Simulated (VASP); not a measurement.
# MnPt2 (P-3m1) in VASP: further runs

Runs on MnPt2. Level: PBE. Tasks: single point.

Everything below comes from runs of VASP 6.6.1. Logs are shortened: lines on timing, memory, paths and dates and some standing lists are left out, and cuts for length are marked.

### Step 1. The cell of the first run

It takes space group P-3m1 (No. 164, trigonal). Conventional cell: a = 2.858 Å, b = 2.858 Å, c = 6.533 Å, α = 90.00°, β = 90.00°, γ = 120.00°. Within 3.5 Å of Pt (site symmetry 3m) lie 3 Mn at 2.64 Å and 9 Pt at 2.86 to 2.91 Å. Mn (site symmetry -3m) has 6 Pt at 2.64 Å and 6 Mn at 2.86 Å within 3.5 Å.

### Step 2. Single point, PBE, collinear spin, ferromagnetic start

File INCAR:

```
PREC = Accurate
ENCUT = 520
EDIFF = 1E-7
ISMEAR = -1
SIGMA = 0.05
LREAL = False
LASPH = True
NELM = 150
ALGO = Normal
ISIF = 2
LWAVE = False
LCHARG = True
ISPIN = 2
MAGMOM = 0 0 1
LORBIT = 11
NUPDOWN = 1.0
LMAXMIX = 4
GGA = PE
LELF = True
LVHAR = True
NBANDS = 28
```

File KPOINTS:

```
regular mesh
0
Gamma
  9 9 4
```

File POSCAR:

```
MnPt2
1.0
    2.8584044518      0.0000000000      0.0000000000
   -1.4292022259      2.4754508696      0.0000000000
    0.0000000000      0.0000000000      6.5325040000
Pt Mn
2 1
Direct
    0.6666666667      0.3333333333      0.3162060000
    0.3333333333      0.6666666667      0.6837940000
    0.0000000000      0.0000000000      0.0000000000
```

Potentials or basis: VASP PAW PBE potentials, release 64 (Pt, Mn_pv).

Launch:

```sh
cat potpaw_PBE.64/Pt/POTCAR potpaw_PBE.64/Mn_pv/POTCAR > POTCAR
mpirun -np 1 vasp_std > vasp.out
```

OUTCAR:

```text
PREC = Accurate
   ENCUT = 520
   EDIFF = 1E-7
   ISMEAR = -1
   LREAL = False
   LASPH = True
   NELM = 150
   ISIF = 2
   ISPIN = 2
   LORBIT = 11
   NUPDOWN = 1.0
   GGA = PE

 ion  position               nearest neighbor table
   1  0.667  0.333  0.316-   3 2.64   3 2.64   3 2.64   2 2.91   2 2.91   2 2.91
   2  0.333  0.667  0.684-   3 2.64   3 2.64   3 2.64   1 2.91   1 2.91   1 2.91
   3  0.000  0.000  0.000-   1 2.64   2 2.64   1 2.64   2 2.64   1 2.64   2 2.64

  LATTYP: Found a hexagonal cell.
 ALAT       =     2.8584044518
 C/A-ratio  =     2.2853672775

  Lattice vectors:

 A1 = (   2.8584044518,   0.0000000000,   0.0000000000)
 A2 = (  -1.4292022259,   2.4754508696,   0.0000000000)
 A3 = (   0.0000000000,   0.0000000000,   6.5325040000)

Analysis of symmetry for initial positions (statically):
=====================================================================
 Subroutine PRICEL returns:
 Original cell was already a primitive cell.

 Routine SETGRP: Setting up the symmetry group for a
 hexagonal supercell.

 Subroutine GETGRP returns: Found 12 space group operations
 (whereof 12 operations were pure point group operations)
 out of a pool of 24 trial point group operations.

The static configuration has the point symmetry D_3d.

Analysis of symmetry for dynamics (positions and initial velocities):
=====================================================================
 Subroutine PRICEL returns:
 Original cell was already a primitive cell.

 Routine SETGRP: Setting up the symmetry group for a
 hexagonal supercell.

 Subroutine GETGRP returns: Found 12 space group operations
 (whereof 12 operations were pure point group operations)
 out of a pool of 24 trial point group operations.

The dynamic configuration has the point symmetry D_3d.

Analysis of structural, dynamic, and magnetic symmetry:
=====================================================================
 Subroutine PRICEL returns:
 Original cell was already a primitive cell.

 Routine SETGRP: Setting up the symmetry group for a
 hexagonal supercell.

 Subroutine GETGRP returns: Found 12 space group operations
 (whereof 12 operations were pure point group operations)
 out of a pool of 24 trial point group operations.

The overall configuration has the point symmetry D_3d.

 Subroutine INISYM returns: Found 12 space group operations
 (whereof 12 operations are pure point group operations),
 and found     1 'primitive' translations

----------------------------------------------------------------------------------------

                                     Primitive cell

  volume of cell :      46.2230

  direct lattice vectors                    reciprocal lattice vectors
     2.858404452  0.000000000  0.000000000     0.349845523  0.201983407  0.000000000
    -1.429202226  2.475450870  0.000000000     0.000000000  0.403966814  0.000000000
     0.000000000  0.000000000  6.532504000     0.000000000  0.000000000  0.153080656

  length of vectors
     2.858404452  2.858404452  6.532504000     0.403966814  0.403966814  0.153080656

  position of ions in fractional coordinates (direct lattice)
     0.666666667  0.333333333  0.316206000
     0.333333333  0.666666667  0.683794000
     0.000000000  0.000000000  0.000000000

  ion indices of the primitive-cell ions
   primitive index   ion index
                 1           1
                 2           2
                 3           3

----------------------------------------------------------------------------------------

 KPOINTS: regular mesh

Automatic generation of k-mesh.
 Grid dimensions read from file:
 generate k-points for:    9    9    4

 Generating k-lattice:

  Cartesian coordinates                     Fractional coordinates (reciprocal lattice)
     0.038871725  0.022442601  0.000000000     0.111111111 -0.000000000  0.000000000
     0.000000000  0.044885202  0.000000000     0.000000000  0.111111111  0.000000000
     0.000000000  0.000000000  0.038270164     0.000000000  0.000000000  0.250000000

  Length of vectors
     0.044885202  0.044885202  0.038270164

  Shift w.r.t. Gamma in fractional coordinates (k-lattice)
     0.000000000  0.000000000  0.000000000

 Subroutine IBZKPT returns following result:
 ===========================================

 Found     43 irreducible k-points:

 Following reciprocal coordinates:
            Coordinates               Weight
  0.000000  0.000000  0.000000      1.000000
  0.111111  0.000000  0.000000      6.000000
  0.222222  0.000000  0.000000      6.000000
  0.333333  0.000000  0.000000      6.000000
  0.444444  0.000000  0.000000      6.000000
  0.111111  0.111111  0.000000      6.000000
[... 16 lines left out ...]
  0.222222  0.111111  0.250000     12.000000
 -0.111111  0.333333  0.250000     12.000000
 [... further k-points ...]
   k-points           NKPTS =     43   k-points in BZ     NKDIM =     43   number of bands    NBANDS=     28
   number of dos      NEDOS =    301   number of ions     NIONS =      3
   total plane-waves  NPLWV =  28800
   dimension x,y,z NGX =    24 NGY =   24 NGZ =   50
   dimension x,y,z NGXF=    48 NGYF=   48 NGZF=  100
   ions per type =               2   1
   NGX,Y,Z   is equivalent  to a cutoff of  13.96, 13.96, 12.72 a.u.
   NGXF,Y,Z  is equivalent  to a cutoff of  27.92, 27.92, 25.45 a.u.
 SYSTEM =  unknown system
   PREC   = accura    normal or accurate (medium, high low for compatibility)
   ISTART =      0    job   : 0-new  1-cont  2-samecut
   ICHARG =      2    charge: 1-file 2-atom 10-const
   ISPIN  =      2    spin polarized calculation?
   LNONCOLLINEAR =      F non collinear calculations
   LSORBIT =      F    spin-orbit coupling
   LASPH  =      T    aspherical Exc in radial PAW
   ENCUT  =  520.0 eV  38.22 Ry    6.18 a.u.   5.31  5.31 12.15*2*pi/ulx,y,z
   NELM   =    150;   NELMIN=  2; NELMDL= -5     # of ELM steps
   EDIFF  = 0.1E-06   stopping-criterion for ELM
   LREAL  =      F    real-space projection
   EDIFFG = 0.1E-05   stopping-criterion for IOM
   NSW    =      0    number of steps for IOM
   IBRION =     -1    ionic relax: 0-MD 1-quasi-New 2-CG
   NFREE  =      0    steps in history (QN), initial steepest desc. (CG)
   ISIF   =      2    stress and relaxation
   ISYM   =      2    0-nonsym 1-usesym 2-fastsym
   POTIM  = 0.5000    time-step for ionic-motion
   TEBEG  =    0.0;   TEEND  =   0.0 temperature during run
   PSTRESS=    0.0 pullay stress
   NELECT =      33.0000    total number of electrons
   NUPDOWN=       1.0000    fix difference up-down
   EMIN   =  10.00;   EMAX   =-10.00  energy-range for DOS
   EFERMI =   0.00;   METHOD = LEGACY
   ISMEAR =    -1;   SIGMA  =   0.05  broadening in eV -4-tet -1-fermi 0-gaus
   EFERMI_NEDOS =   21; number of points for ismear=-14 and -15
   IALGO  =     38    algorithm
   IMIX   =      4    mixing-type and parameters
     AMIX     =   0.40;   BMIX     =  1.00
     AMIX_MAG =   1.60;   BMIX_MAG =  1.00
  volume/ion in A,a.u.               =      15.41       103.98
  Fermi-wavevector in a.u.,A,eV,Ry     =   1.463166  2.764983 29.128095  2.140855
  Thomas-Fermi vector in A             =   2.579293
   LORBIT       =     11    0 simple, 1 ext, 2 COOP (PROOUT), +10 PAW based schemes
   GGA     = PE    functional components
   LHFCALC =     F    Hartree Fock is set to
   AEXX    =    0.0000 exact exchange contribution
   IVDW    =     0    specifies the selected vdW correction
   LEPSILON=     F    determine dielectric tensor
   LRPA    =     F    only Hartree local field effects (RPA)
 spin polarized calculation
  energy-cutoff  :      520.00
  volume of cell :       46.22
 maximum number of plane-waves:      1260
 NGX is ok and might be reduce to    24
   NGX = 11   NGY = 11   NGZ = 25

 number of electron      32.9999988 magnetization       0.9999999

 Free energy of the ion-electron system (eV)
  ---------------------------------------------------
  ext. energy  EPLUGINS =         0.00000000
  ---------------------------------------------------
  free energy    TOTEN  =       -21.06462239 eV

  energy without entropy =      -21.02047408  energy(sigma->0) =      -21.04254824

 E-fermi :   9.6654     XC(G=0): -12.8931

 val. band max:        9.6568662256   @ k =   0.2222   0.2222   0.2500
 cond. band min:       9.2378360906   @ k =   0.1111   0.0000   0.0000
 fundamental gap:     -0.4190301350
 Fermi energy:         9.2321658421

 spin component 1

 k-point     1 :       0.0000    0.0000    0.0000
  band No.  band energies     occupation
      1     -39.4087      1.00000
      2     -39.2840      1.00000
      3     -39.2840      1.00000
      4       0.2856      1.00000
      5       2.5020      1.00000
      6       4.0853      1.00000
[... 20 lines left out ...]
     27      28.7418      0.00000
     28      28.7424      0.00000
[... 683 lines left out ...]
 k-point    24 :      -0.1111    0.3333    0.2500
  band No.  band energies     occupation
      1     -39.3982      1.00000
      2     -39.3626      1.00000
      3     -39.3090      1.00000
      4       2.8453      1.00000
      5       3.8903      1.00000
      6       4.4224      1.00000
[... 20 lines left out ...]
     27      24.7108      0.00000
     28      25.1178      0.00000

 [... further k-points ...]

 spin component 2

 k-point     1 :       0.0000    0.0000    0.0000
  band No.  band energies     occupation
      1     -38.0306      1.00000
      2     -37.6866      1.00000
      3     -37.6866      1.00000
      4       0.2869      1.00000
      5       2.4113      1.00000
      6       4.1519      1.00000
[... 20 lines left out ...]
     27      28.9154      0.00000
     28      28.9934      0.00000
[... 683 lines left out ...]
 k-point    24 :      -0.1111    0.3333    0.2500
  band No.  band energies     occupation
      1     -38.0193      1.00000
      2     -37.7711      1.00000
      3     -37.7134      1.00000
      4       2.8380      1.00000
      5       3.8838      1.00000
      6       4.3954      1.00000
[... 20 lines left out ...]
     27      24.7577      0.00000
     28      25.1863      0.00000

 [... further k-points ...]
[... 5 lines left out ...]
  --------------------------------------------------------------------------------------
  -------------------------------------------------------------------------------------
  Total       -4.9851719     -4.9851719     -2.2653617     -0.0000000     -0.0000000      0.0000000
  in kB     -172.7957450   -172.7957450    -78.5218378     -0.0000000     -0.0000000      0.0000000
  external PRESSURE =    -141.3711093 kB  Pullay stress =       0.0000000 kB

 VOLUME and BASIS-vectors are now :
 -----------------------------------------------------------------------------
  energy-cutoff  :      520.00
  volume of cell :       46.22
      direct lattice vectors                 reciprocal lattice vectors
     2.858404452  0.000000000  0.000000000     0.349845523  0.201983407  0.000000000
    -1.429202226  2.475450870  0.000000000     0.000000000  0.403966814  0.000000000
     0.000000000  0.000000000  6.532504000     0.000000000  0.000000000  0.153080656

 POSITION                                       TOTAL-FORCE (eV/Angst)
 -----------------------------------------------------------------------------------
      1.42920      0.82515      2.06562        -0.000000     -0.000000     -0.284229
     -0.00000      1.65030      4.46689        -0.000000      0.000000      0.284229
      0.00000      0.00000      0.00000         0.000000     -0.000000      0.000000
 -----------------------------------------------------------------------------------
    total drift:                               -0.000000     -0.000000     -0.000000

  FREE ENERGIE OF THE ION-ELECTRON SYSTEM (eV)
  ---------------------------------------------------
  free  energy   TOTEN  =       -21.0646223941 eV

  energy  without entropy=      -21.0204740830  energy(sigma->0) =      -21.04254824

 total charge

# of ion       s       p       d       tot
------------------------------------------
    1        0.650   0.546   7.982   9.178
    2        0.650   0.546   7.982   9.178
    3        0.311   6.255   5.001  11.566
--------------------------------------------------
tot          1.610   7.347  20.966  29.923

 magnetization (x)

# of ion       s       p       d       tot
------------------------------------------
    1       -0.011  -0.014  -0.197  -0.222
    2       -0.011  -0.014  -0.197  -0.222
    3        0.003   0.005   1.411   1.419
--------------------------------------------------
tot         -0.020  -0.022   1.018   0.975
```

Run time: 74 s. Hardware: 1 thread of AMD EPYC 9R45 (Zen 5), shared host; peak memory 0.22 GiB.

What came out:

```
Free energy                                           : -21.0646 eV
Pressure                                              : -14.1 GPa
Largest force                                         : 0.284 eV/Å
Net moment                                            : 1.00 μB per cell
Site moments                                          : Pt -0.22; Mn +1.42 μB
Valence electrons inside the program's atomic spheres : Pt 9.18; Mn 11.57
```

Forces in eV/Å, atoms in the order of the input:
```
Pt   0.000  0.000 -0.284
Pt   0.000  0.000  0.284
Mn   0.000  0.000  0.000
```

Caveat: spin-orbit coupling is left out, which moves the levels of the heavy elements; the total moment is fixed, so each spin has its own Fermi level.

### Step 3. Single point, PBE, collinear spin, ferromagnetic start

File INCAR:

```
PREC = Accurate
ENCUT = 520
EDIFF = 1E-6
ISMEAR = -1
SIGMA = 0.05
LREAL = False
LASPH = True
NELM = 150
ALGO = Normal
ISIF = 2
LWAVE = False
LCHARG = False
ISPIN = 2
MAGMOM = 0 0 2
LORBIT = 11
NUPDOWN = 2.0
LMAXMIX = 4
GGA = PE
NBANDS = 28
```

File KPOINTS:

```
Automatic mesh
0
Gamma
  9 9 4
```

POSCAR is that of step 2.

Potentials or basis: VASP PAW PBE potentials, release 64 (Pt, Mn_pv).

Launch:

```sh
cat potpaw_PBE.64/Pt/POTCAR potpaw_PBE.64/Mn_pv/POTCAR > POTCAR
mpirun -np 1 vasp_std > vasp.out
```

It took 85 s on 1 thread of AMD EPYC 9R45 (Zen 5), shared host; peak memory 0.22 GiB.

The run converged. Its results:

- Free energy: -21.3098 eV
- Pressure: -10.7 GPa
- Largest force: 0.156 eV/Å
- Net moment: 2.00 μB per cell
- Site moments: Pt -0.22; Mn +2.38 μB
- Valence electrons inside the program's atomic spheres: Pt 9.19; Mn 11.56

Forces in eV/Å, atoms in the order of the input:
```
Pt   0.000  0.000 -0.156
Pt   0.000  0.000  0.156
Mn   0.000  0.000  0.000
```

Stress tensor (GPa, compression positive):
```
-12.92   0.00   0.00
  0.00 -12.92   0.00
  0.00   0.00  -6.15
```

Caveat: spin-orbit coupling is left out, which moves the levels of the heavy elements; the total moment is fixed, so each spin has its own Fermi level.
